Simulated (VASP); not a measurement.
# AlCu (P4mm) in VASP: a series of runs

The runs below take AlCu through single point, with r2SCAN.

Program: VASP 6.6.1. These are calculated values, not measurements. Logs are shortened: lines on timing, memory, paths and dates and some standing lists are left out, and cuts for length are marked.

## 1. The cell of the first run

Symmetry: P4mm, No. 99, tetragonal system. Conventional cell: a = 2.998 Å, b = 2.998 Å, c = 2.998 Å, α = 90.00°, β = 90.00°, γ = 90.00°. Al (site symmetry 4mm) has 8 Cu at 2.43 to 2.79 Å and 6 Al at 3.00 Å within 3.2 Å. Cu (site symmetry 4mm) has 8 Al at 2.43 to 2.79 Å and 6 Cu at 3.00 Å within 3.2 Å.

## 2. Single point, r2SCAN (all Cu atoms moved +0.312 Å, as atom 2 along Cartesian [0 0 1])

Input file POSCAR:

```
AlCu
1.0
    2.9975090000      0.0000000000      0.0000000000
    0.0000000000      2.9975090000      0.0000000000
    0.0000000000      0.0000000000      2.9975090000
Al Cu
1 1
Direct
    0.0000000000      0.0000000000      0.0000000000
    0.5000000000      0.5000000000      0.6042532316
```

Input file INCAR.step1:

```
SYSTEM = AlCu
PREC = Accurate
ENCUT = 520
ISMEAR = 0
SIGMA = 0.15
LREAL = .False.
LASPH = .True.
NELM = 100
NBANDS = 14
GGA = PE
ALGO = Normal
EDIFF = 1E-4
LWAVE = .True.
LCHARG = .False.
```

Input file INCAR.step2:

```
SYSTEM = AlCu
PREC = Accurate
ENCUT = 520
EDIFF = 1E-7
ISMEAR = 0
SIGMA = 0.15
LREAL = .False.
LASPH = .True.
NELM = 100
ALGO = Normal
ISIF = 2
LWAVE = .False.
LCHARG = .False.
METAGGA = R2SCAN
LMIXTAU = .True.
NBANDS = 14
ISTART = 1
```

Input file KPOINTS:

```
Automatic mesh
0
Gamma
  16 16 16
  0 0 0
```

Potentials or basis: VASP PAW PBE potentials, release 64 (Al, Cu).

Launch:

```
cat potpaw_PBE.64/Al/POTCAR potpaw_PBE.64/Cu/POTCAR > POTCAR
cp INCAR.step1 INCAR
mpirun -np 1 vasp_std > vasp.out
cp INCAR.step2 INCAR
mpirun -np 1 vasp_std > vasp.out
```

OUTCAR:

```text
SYSTEM = AlCu
   PREC = Accurate
   ENCUT = 520
   EDIFF = 1E-7
   ISMEAR = 0
   LREAL = .False.
   LASPH = .True.
   NELM = 100
   ISIF = 2
   METAGGA = R2SCAN
   ISTART = 1

 ion  position               nearest neighbor table
   1  0.000  0.000  0.000-   2 2.43   2 2.43   2 2.43   2 2.43   2 2.79   2 2.79   2 2.79   2 2.79

   2  0.500  0.500  0.604-   1 2.43   1 2.43   1 2.43   1 2.43   1 2.79   1 2.79   1 2.79   1 2.79

  LATTYP: Found a simple cubic cell.
 ALAT       =     2.9975090000

  Lattice vectors:

 A1 = (   2.9975090000,   0.0000000000,   0.0000000000)
 A2 = (   0.0000000000,   2.9975090000,   0.0000000000)
 A3 = (   0.0000000000,   0.0000000000,   2.9975090000)

Analysis of symmetry for initial positions (statically):
=====================================================================
 Subroutine PRICEL returns:
 Original cell was already a primitive cell.

 Routine SETGRP: Setting up the symmetry group for a
 simple cubic supercell.

 Subroutine GETGRP returns: Found  8 space group operations
 (whereof  8 operations were pure point group operations)
 out of a pool of 48 trial point group operations.

The static configuration has the point symmetry C_4v.

Analysis of symmetry for dynamics (positions and initial velocities):
=====================================================================
 Subroutine PRICEL returns:
 Original cell was already a primitive cell.

 Routine SETGRP: Setting up the symmetry group for a
 simple cubic supercell.

 Subroutine GETGRP returns: Found  8 space group operations
 (whereof  8 operations were pure point group operations)
 out of a pool of 48 trial point group operations.

The dynamic configuration has the point symmetry C_4v.

 Subroutine INISYM returns: Found  8 space group operations
 (whereof  8 operations are pure point group operations),
 and found     1 'primitive' translations

----------------------------------------------------------------------------------------

                                     Primitive cell

  volume of cell :      26.9328

  direct lattice vectors                    reciprocal lattice vectors
     2.997509000  0.000000000  0.000000000     0.333610341  0.000000000  0.000000000
     0.000000000  2.997509000  0.000000000     0.000000000  0.333610341  0.000000000
     0.000000000  0.000000000  2.997509000     0.000000000  0.000000000  0.333610341

  length of vectors
     2.997509000  2.997509000  2.997509000     0.333610341  0.333610341  0.333610341

  position of ions in fractional coordinates (direct lattice)
     0.000000000  0.000000000  0.000000000
     0.500000000  0.500000000  0.604253232

  ion indices of the primitive-cell ions
   primitive index   ion index
                 1           1
                 2           2

----------------------------------------------------------------------------------------

 KPOINTS: Automatic mesh

Automatic generation of k-mesh.
 Grid dimensions read from file:
 generate k-points for:   16   16   16

 Generating k-lattice:

  Cartesian coordinates                     Fractional coordinates (reciprocal lattice)
     0.020850646  0.000000000  0.000000000     0.062500000  0.000000000  0.000000000
     0.000000000  0.020850646  0.000000000     0.000000000  0.062500000  0.000000000
     0.000000000  0.000000000  0.020850646     0.000000000  0.000000000  0.062500000

  Length of vectors
     0.020850646  0.020850646  0.020850646

  Shift w.r.t. Gamma in fractional coordinates (k-lattice)
     0.000000000  0.000000000  0.000000000

 Subroutine IBZKPT returns following result:
 ===========================================

 Found    405 irreducible k-points:

 Following reciprocal coordinates:
            Coordinates               Weight
  0.000000  0.000000  0.000000      1.000000
  0.062500  0.000000  0.000000      4.000000
  0.000000  0.000000  0.062500      2.000000
  0.125000  0.000000  0.000000      4.000000
  0.000000  0.000000  0.125000      2.000000
  0.187500  0.000000  0.000000      4.000000
[... 16 lines left out ...]
  0.187500  0.062500  0.000000      8.000000
  0.000000  0.187500  0.062500      8.000000
 [... further k-points ...]
   k-points           NKPTS =    405   k-points in BZ     NKDIM =    405   number of bands    NBANDS=     14
   number of dos      NEDOS =    301   number of ions     NIONS =      2
   total plane-waves  NPLWV =  13824
   dimension x,y,z NGX =    24 NGY =   24 NGZ =   24
   dimension x,y,z NGXF=    48 NGYF=   48 NGZF=   48
   ions per type =               1   1
   NGX,Y,Z   is equivalent  to a cutoff of  13.31, 13.31, 13.31 a.u.
   NGXF,Y,Z  is equivalent  to a cutoff of  26.62, 26.62, 26.62 a.u.
 SYSTEM =  AlCu
   PREC   = accura    normal or accurate (medium, high low for compatibility)
   ISTART =      1    job   : 0-new  1-cont  2-samecut
   ICHARG =      0    charge: 1-file 2-atom 10-const
   ISPIN  =      1    spin polarized calculation?
   LNONCOLLINEAR =      F non collinear calculations
   LSORBIT =      F    spin-orbit coupling
   LASPH  =      T    aspherical Exc in radial PAW
   ENCUT  =  520.0 eV  38.22 Ry    6.18 a.u.   5.57  5.57  5.57*2*pi/ulx,y,z
   NELM   =    100;   NELMIN=  2; NELMDL=  0     # of ELM steps
   EDIFF  = 0.1E-06   stopping-criterion for ELM
   LREAL  =      F    real-space projection
   EDIFFG = 0.1E-05   stopping-criterion for IOM
   NSW    =      0    number of steps for IOM
   IBRION =     -1    ionic relax: 0-MD 1-quasi-New 2-CG
   NFREE  =      0    steps in history (QN), initial steepest desc. (CG)
   ISIF   =      2    stress and relaxation
   ISYM   =      2    0-nonsym 1-usesym 2-fastsym
   POTIM  = 0.5000    time-step for ionic-motion
   TEBEG  =    0.0;   TEEND  =   0.0 temperature during run
   PSTRESS=    0.0 pullay stress
   NELECT =      14.0000    total number of electrons
   NUPDOWN=      -1.0000    fix difference up-down
   EMIN   =  10.00;   EMAX   =-10.00  energy-range for DOS
   EFERMI =   0.00;   METHOD = LEGACY
   ISMEAR =     0;   SIGMA  =   0.15  broadening in eV -4-tet -1-fermi 0-gaus
   EFERMI_NEDOS =   21; number of points for ismear=-14 and -15
   IALGO  =     38    algorithm
   IMIX   =      4    mixing-type and parameters
     AMIX     =   0.40;   BMIX     =  1.00
     AMIX_MAG =   1.60;   BMIX_MAG =  1.00
  volume/ion in A,a.u.               =      13.47        90.88
  Fermi-wavevector in a.u.,A,eV,Ry     =   1.316306  2.487459 23.574307  1.732663
  Thomas-Fermi vector in A             =   2.446428
   LORBIT       =      0    0 simple, 1 ext, 2 COOP (PROOUT), +10 PAW based schemes
   METAGGA = R2SCAN    functional components
   LHFCALC =     F    Hartree Fock is set to
   AEXX    =    0.0000 exact exchange contribution
   IVDW    =     0    specifies the selected vdW correction
   LEPSILON=     F    determine dielectric tensor
   LRPA    =     F    only Hartree local field effects (RPA)
 non-spin polarized calculation
 Gauss-broadening in eV      SIGMA  =   0.15
  energy-cutoff  :      520.00
  volume of cell :       26.93
 maximum number of plane-waves:       743
 NGX is ok and might be reduce to    24
   NGX = 11   NGY = 11   NGZ = 11

 number of electron      14.0000020 magnetization

 Free energy of the ion-electron system (eV)
  ---------------------------------------------------
  ext. energy  EPLUGINS =         0.00000000
  ---------------------------------------------------
  free energy    TOTEN  =       -17.69434934 eV

  energy without entropy =      -17.68793798  energy(sigma->0) =      -17.69114366

 E-fermi :   9.0147     XC(G=0): -12.4031

 val. band max:        9.0021235057   @ k =   0.4375   0.4375   0.2500
 cond. band min:       9.0188074604   @ k =   0.1250   0.5000   0.5000
 fundamental gap:      0.0166839547
 Fermi energy:         9.0147032585

 k-point     1 :       0.0000    0.0000    0.0000
  band No.  band energies     occupation
      1      -3.1089      2.00000
      2       3.7442      2.00000
      3       3.8151      2.00000
      4       4.8329      2.00000
      5       4.8964      2.00000
      6       4.8964      2.00000
      7      13.1050      0.00000
      8      13.1050      0.00000
      9      13.2448      0.00000
     10      15.5205      0.00000
     11      15.5311      0.00000
     12      19.7455      0.00000
     13      27.9554      0.00000
     14      27.9555      0.00000

 k-point     2 :       0.0625    0.0000    0.0000
  band No.  band energies     occupation
      1      -3.0391      2.00000
      2       3.7485      2.00000
      3       3.8244      2.00000
      4       4.8123      2.00000
      5       4.8785      2.00000
      6       4.8990      2.00000
      7      12.1736      0.00000
      8      13.1896      0.00000
      9      13.3962      0.00000
     10      15.5495      0.00000
     11      16.2572      0.00000
     12      20.0349      0.00000
     13      27.2975      0.00000
     14      27.4494      0.00000

 k-point     3 :       0.0000    0.0000    0.0625
  band No.  band energies     occupation
      1      -3.0398      2.00000
      2       3.7543      2.00000
      3       3.8177      2.00000
      4       4.8348      2.00000
      5       4.8781      2.00000
      6       4.8781      2.00000
      7      12.3044      0.00000
      8      13.1866      0.00000
      9      13.1866      0.00000
     10      15.5592      0.00000
     11      16.3669      0.00000
     12      19.9942      0.00000
     13      27.2346      0.00000
     14      27.2346      0.00000
[... 324 lines left out ...]
 k-point    23 :       0.1875    0.0625    0.0000
  band No.  band energies     occupation
      1      -2.4155      2.00000
      2       3.7499      2.00000
      3       3.8956      2.00000
      4       4.6518      2.00000
      5       4.7598      2.00000
      6       4.8960      2.00000
      7       9.2321      0.04038
      8      12.8737      0.00000
      9      14.2311      0.00000
     10      16.2159      0.00000
     11      18.5057      0.00000
     12      22.5160      0.00000
     13      23.4487      0.00000
     14      24.7250      0.00000

 k-point    24 :       0.0000    0.1875    0.0625
  band No.  band energies     occupation
      1      -2.4162      2.00000
      2       3.7475      2.00000
      3       3.8972      2.00000
      4       4.6788      2.00000
      5       4.7346      2.00000
      6       4.8958      2.00000
      7       9.2266      0.04570
      8      13.0500      0.00000
      9      13.9248      0.00000
     10      16.4155      0.00000
     11      18.4368      0.00000
     12      22.3724      0.00000
     13      23.8939      0.00000
     14      24.4319      0.00000

 [... further k-points ...]
[... 5 lines left out ...]
  --------------------------------------------------------------------------------------
  -------------------------------------------------------------------------------------
  Total        0.0944287      0.0944287     -0.4657528      0.0000000      0.0000000     -0.0000000
  in kB        5.6173681      5.6173681    -27.7066839      0.0000000      0.0000000     -0.0000000
  external PRESSURE =      -5.4906492 kB  Pullay stress =       0.0000000 kB

 VOLUME and BASIS-vectors are now :
 -----------------------------------------------------------------------------
  energy-cutoff  :      520.00
  volume of cell :       26.93
      direct lattice vectors                 reciprocal lattice vectors
     2.997509000  0.000000000  0.000000000     0.333610341  0.000000000  0.000000000
     0.000000000  2.997509000  0.000000000     0.000000000  0.333610341  0.000000000
     0.000000000  0.000000000  2.997509000     0.000000000  0.000000000  0.333610341

 POSITION                                       TOTAL-FORCE (eV/Angst)
 -----------------------------------------------------------------------------------
      0.00000      0.00000      0.00000         0.000000      0.000000      1.238963
      1.49875      1.49875      1.81125         0.000000     -0.000000     -1.238963
 -----------------------------------------------------------------------------------
    total drift:                                0.000000     -0.000000      0.003195

  FREE ENERGIE OF THE ION-ELECTRON SYSTEM (eV)
  ---------------------------------------------------
  free  energy   TOTEN  =       -17.6943493398 eV

  energy  without entropy=      -17.6879379776  energy(sigma->0) =      -17.69114366
```

Wall time 2.7 min (1 thread of Intel Xeon 6975P-C (Granite Rapids), shared host); peak memory 0.27 GiB.

What came out:

```
Free energy            : -17.6943 eV
Pressure               : -0.5 GPa
Largest force          : 1.239 eV/Å
Band gap on the k mesh : zero (band 7 reaches 13.11 eV, above the bottom of band 8 at 8.07 eV)
```

Forces on the atoms (eV/Å):
```
Al   0.000  0.000  1.239
Cu   0.000  0.000 -1.239
```

Caveat: the cell differs from its parent crystal (all Cu atoms moved +0.312 Å, as atom 2 along Cartesian [0 0 1]); the PAW data sets were made with another functional, which shifts forces and pressure a little.

## 3. Single point, r2SCAN (all Cu atoms moved +0.188 Å, as atom 2 along Cartesian [0 0 1])

Changes to POSCAR since step 2:

```diff
@@ -9,2 +9,2 @@
     0.0000000000      0.0000000000      0.0000000000
-    0.5000000000      0.5000000000      0.6042532316
+    0.5000000000      0.5000000000      0.5625519390
```

Input file INCAR.step1:

```
SYSTEM = AlCu
PREC = Accurate ; ENCUT = 520
ISMEAR = 0 ; SIGMA = 0.15
LREAL = .FALSE. ; LASPH = .TRUE.
NELM = 60 ; NBANDS = 14
GGA = PE ; ALGO = Normal
EDIFF = 1E-4 ; LWAVE = .TRUE.
LCHARG = .FALSE.
```

Input file INCAR.step2:

```
SYSTEM = AlCu
PREC = Accurate ; ENCUT = 520
EDIFF = 1E-6 ; ISMEAR = 0
SIGMA = 0.15 ; LREAL = .FALSE.
LASPH = .TRUE. ; NELM = 60
ALGO = Normal ; ISIF = 2
LWAVE = .FALSE. ; LCHARG = .FALSE.
METAGGA = R2SCAN ; LMIXTAU = .TRUE.
NBANDS = 14 ; ISTART = 1
```

Input file KPOINTS:

```
regular mesh
0
G
  16 16 16
  0 0 0
```

Potentials or basis: VASP PAW PBE potentials, release 64 (Al, Cu).

Launch:

```
cat potpaw_PBE.64/Al/POTCAR potpaw_PBE.64/Cu/POTCAR > POTCAR
cp INCAR.step1 INCAR
mpirun -np 1 vasp_std > vasp.out
cp INCAR.step2 INCAR
mpirun -np 1 vasp_std > vasp.out
```

It took 2.8 min on 1 thread of Intel Xeon 6975P-C (Granite Rapids), shared host; peak memory 0.26 GiB.

It converged, with:

```yaml
Free_energy: -17.8188 eV
Pressure: -3.3 GPa
Largest_force: 0.748 eV/Å
Band_gap_on_the_k_mesh: zero (band 7 reaches 13.12 eV, above the bottom of band 8 at 8.14 eV)
```

Forces in eV/Å, atoms in the order of the input:
```
Al   0.000  0.000  0.748
Cu   0.000  0.000 -0.748
```

Stress tensor (GPa, compression positive):
```
-2.90  0.00  0.00
 0.00 -2.90  0.00
 0.00  0.00 -4.08
```

Levels at points of the mesh, in eV from the Fermi level:
```
           k point  band 3  band 4  band 5  band 6  band 7  band 8  band 9  band 10  band 11  band 12
(0.00, 0.00, 0.00)   -5.18   -4.11   -4.09   -4.09    4.07    4.07    4.12     6.45     6.45    10.92
(0.50, 0.00, 0.00)   -4.90   -4.57   -4.52   -4.04   -3.38    7.48    8.46     8.60     8.90     9.06
(0.00, 0.00, 0.50)   -4.92   -4.53   -4.53   -4.06   -3.35    7.50    8.21     8.21     9.31     9.31
(0.50, 0.50, 0.00)   -4.55   -4.55   -3.92   -3.92   -3.76   -0.91   -0.08    11.01    12.89    12.89
(0.00, 0.50, 0.50)   -4.46   -4.43   -4.05   -3.95   -3.75   -0.87   -0.09    10.95    13.08    13.40
(0.50, 0.50, 0.50)   -5.72   -3.74   -3.73    0.54    0.54    0.72    1.92     2.35     2.35     2.69
```

Caveat: the cell differs from its parent crystal (all Cu atoms moved +0.188 Å, as atom 2 along Cartesian [0 0 1]); the PAW data sets were made with another functional, which shifts forces and pressure a little.
